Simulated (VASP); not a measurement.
## BaTe: relaxation of cell and atoms with PBE

The system is BaTe.

```xyz
2
Lattice="0.0000 3.4100 3.4100 3.4100 0.0000 3.4100 3.4100 3.4100 0.0000" Properties=species:S:1:pos:R:3 pbc="T T T"
Ba    0.0000    0.0000    0.0000
Te    3.4100    3.4100    3.4100
```

```
Program                : VASP 6.6.1
Task                   : relaxation of cell and atoms
Functional             : PBE
Potentials or basis    : VASP PAW PBE potentials, release 64 (Ba_sv, Te)
Cutoff                 : 600 eV
k mesh                 : 8 × 8 × 8
Occupations            : fermi-dirac, width 0.02 eV
Spin                   : no spin polarisation
Dipole correction      : no
Further INCAR settings : ALGO = Normal; EDIFF = 1e-06; IBRION = 2; EDIFFG = -0.01; NSW = 80; ISIF = 3
```

| Quantity | Value |
| --- | --- |
| Relaxed volume | 44.50 Å³/atom |
| Relaxed cell | a = 5.011 Å, b = 5.011 Å, c = 5.011 Å, α = 60.00°, β = 60.00°, γ = 60.00° |
| Space group after relaxing (to 0.05 Å) | Fm-3m (No. 225) |
| Energy gained by relaxing | 58.1 meV/atom |
| Ionic steps | 3 |
| Pressure after relaxing | 0.0 GPa |
| Band gap on the k mesh | 1.60 eV, indirect (least direct gap 1.98 eV) |

The path:
```csv
step,energy change (eV),largest force (eV/Å),pressure (GPa),volume (Å³)
1,0.0000,0.0000,4.24,79.30
2,-0.1083,0.0000,-0.85,91.98
3,-0.1163,0.0000,0.02,88.99
```

Final structure:
```
CELL_PARAMETERS angstrom
0.00000 3.54359 3.54359
3.54359 0.00000 3.54359
3.54359 3.54359 0.00000
ATOMIC_POSITIONS crystal
Ba 0.00000 0.00000 0.00000
Te 0.50000 0.50000 0.50000
```

Levels at points of the mesh, in eV from the valence-band top:
```csv
k point,band 6,band 7,band 8,band 9,band 10,band 11
"(0.00, 0.00, 0.00)",0.00,0.00,0.00,2.77,2.95,2.95
"(0.50, 0.00, 0.00)",-2.14,-1.06,-1.06,4.14,4.66,4.81
"(0.50, 0.50, 0.00)",-1.12,-0.38,-0.38,1.60,4.37,4.49
```

Run time: 100 s on 1 thread of Intel(R) Xeon(R) Platinum 8488C (Sapphire Rapids) (shared host), peak memory 0.25 GiB.

Caveat: spin-orbit coupling is left out, which moves the levels of the heavy elements; the volume moved by +12 % from the deposited cell, more than functionals usually miss. Expect the measured gap to be larger: semilocal functionals such as PBE lack the derivative discontinuity.
